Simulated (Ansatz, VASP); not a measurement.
## One calculation of HfC, two programs

The input INCAR:

```
PREC     = Accurate       # precision mode
ENCUT    = 520            # plane-wave cutoff, eV
EDIFF    = 1E-6           # SCF threshold, eV
ISMEAR   = -1             # smearing method
SIGMA    = 0.1            # smearing width, eV
LREAL    = F              # projectors in reciprocal space
LASPH    = T              # aspherical terms in the spheres
NELM     = 60             # most SCF steps
ALGO     = Normal         # electronic algorithm
ISIF     = 2              # what is computed and relaxed
LWAVE    = F              # write WAVECAR
LCHARG   = F              # write CHGCAR
NBANDS   = 22             # bands
```

KPOINTS

```
Automatic mesh
0
Gamma
  9 9 5
```

POSCAR

```
HfC
1.0
    3.3428660500      0.0000000000      0.0000000000
   -1.6714330300      2.8950069200      0.0000000000
    0.0000000000      0.0000000000      5.2027140000
Hf C
2 2
Direct
    0.6666666700      0.3333333300      0.7500000000
    0.3333333300      0.6666666700      0.2500000000
    0.0000000000      0.0000000000      0.0000000000
    0.0000000000      0.0000000000      0.5000000000
```

Input for Ansatz:

```yaml
crystal:
  lattice:
    - [3.34286605, 0.0, 0.0]
    - [-1.67143303, 2.89500692, 0.0]
    - [0.0, 0.0, 5.202714]
  atoms:
    - { symbol: Hf, position: [0.66666667, 0.33333333, 0.75] }
    - { symbol: Hf, position: [0.3333333299999999, 0.66666667, 0.25] }
    - { symbol: C, position: [0.0, 0.0, 0.0] }
    - { symbol: C, position: [0.0, 0.0, 0.5] }
kpoints:
  mp_grid:
    grid: [9, 9, 5]
hamiltonian:
  xc: lda
  pseudopotentials:
    kind: paw
scf:
  occupations:
    method: fermi_dirac
    width: 0.1
output:
  forces: true
  stress: true
  eigenvalues: true
```

Alike in both runs: task single point; functional LDA; k mesh 9 × 9 × 5; occupations fermi-dirac, width 0.1 eV; no spin polarisation.

|  | VASP | Ansatz |
| --- | --- | --- |
| version | VASP 6.6.1 | Ansatz 0.2.0 |
| potentials or method | VASP PAW LDA potentials, release 64 (Hf_pv, C) | plane waves, PAW |
| plane-wave cutoff (eV) | 520 | 420 |
| valence electrons in the cell | 28 | 60 |

|  | VASP | Ansatz | Ansatz less VASP |
| --- | --- | --- | --- |
| gap on the k mesh at the Fermi level (eV) | none | none | - |
| pressure (GPa) | -12.4 | -12.6 | -0.24 |
| traceless stress, the component that is largest in VASP (GPa) | 2.03 | 2.03 | +0.004 |

LDA's correlation is that of Perdew and Zunger in VASP and of Perdew and Wang (1992) in Ansatz. A gap of «none» marks a metal or a gap that the smearing closes. VASP's potentials hold 28 valence electrons a cell and Ansatz's 60, so a difference there can come from the potentials and not from the codes.

Spin-orbit coupling is off throughout.
